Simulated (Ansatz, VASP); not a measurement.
**F in VASP and in Ansatz**

File INCAR:

```
SYSTEM = F
ALGO     = Normal         ! electronic algorithm
EDIFF    = 1E-6           ! SCF threshold, eV
ENCUT    = 520            ! plane-wave cutoff, eV
GGA      = PS             ! functional
ISIF     = 2              ! what is computed and relaxed
ISMEAR   = 0              ! smearing method
LASPH    = .True.         ! aspherical terms in the spheres
LCHARG   = .False.        ! write CHGCAR
LREAL    = .False.        ! projectors in reciprocal space
LWAVE    = .False.        ! write WAVECAR
NBANDS   = 22             ! bands
NELM     = 60             ! most SCF steps
PREC     = Accurate       ! precision mode
SIGMA    = 0.05           ! smearing width, eV
```

The input KPOINTS:

```
k-points
0
Gamma
  4 4 2
  0 0 0
```

Contents of POSCAR:

```
F
1.0
    3.1004838602     -1.7819543364     -0.2391360627
    3.1004838602      1.7819543364     -0.2391360627
   -2.3313270155      0.0000000000      7.1362390124
F
4
Direct
    0.0848459664      0.0848459664      0.0820156542
    0.9151540336      0.9151540336      0.9179843458
    0.5015719855      0.5015719855      0.5937195244
    0.4984280145      0.4984280145      0.4062804756
```

Input for Ansatz:

```yaml
crystal:
  lattice:
    - [3.1004838602, -1.7819543364, -0.2391360627]
    - [3.1004838602, 1.7819543364, -0.2391360627]
    - [-2.3313270155, 0.0, 7.1362390124]
  atoms:
    - { symbol: F, position: [0.0848459664, 0.0848459664, 0.0820156542] }
    - { symbol: F, position: [0.9151540336, 0.9151540336, 0.9179843458] }
    - { symbol: F, position: [0.5015719855, 0.5015719855, 0.5937195244] }
    - { symbol: F, position: [0.4984280145, 0.4984280145, 0.4062804756] }
basis:
  ecutwfc: 520.0
kpoints:
  mp_grid: { grid: [4, 4, 2] }
hamiltonian:
  xc: pbesol
scf:
  occupations: { method: gaussian, width: 0.05 }
output:
  forces: true
  stress: true
  eigenvalues: true
```

Alike in both runs: task single point; functional PBEsol; k mesh 4 × 4 × 2; occupations gaussian, width 0.05 eV; no spin polarisation.

|  | VASP | Ansatz |
| --- | --- | --- |
| version | VASP 6.6.1 | Ansatz 0.2.0 |
| potentials or method | VASP PAW PBE potentials, release 64 (F), cutoff 520 eV | scalar-relativistic, plane waves, PAW |
| valence electrons in the cell | 28 | 28 |

VASP gave:

```
gap on the k mesh at the Fermi level (eV)                     : 2.89
least direct gap on the mesh (eV)                             : 2.94
pressure (GPa)                                                : 6.6
traceless stress, the component that is largest in VASP (GPa) : 8.66
rms of the force components (eV/Å)                            : 3.071
```

Q: Which values does Ansatz return?

A: gap on the k mesh at the Fermi level (eV): 2.96; least direct gap on the mesh (eV): 3.00; pressure (GPa): 5.9; traceless stress, the component that is largest in VASP (GPa): 6.89; rms of the force components (eV/Å): 2.675.

VASP's potentials were made for PBE, not for PBEsol. Atom by atom the forces differ by 0.429 eV/Å (rms over components). The functional is the same, so the differences come from potentials, cutoffs and numerics.

The k mesh is coarse, so the values compare programs but aren't converged.
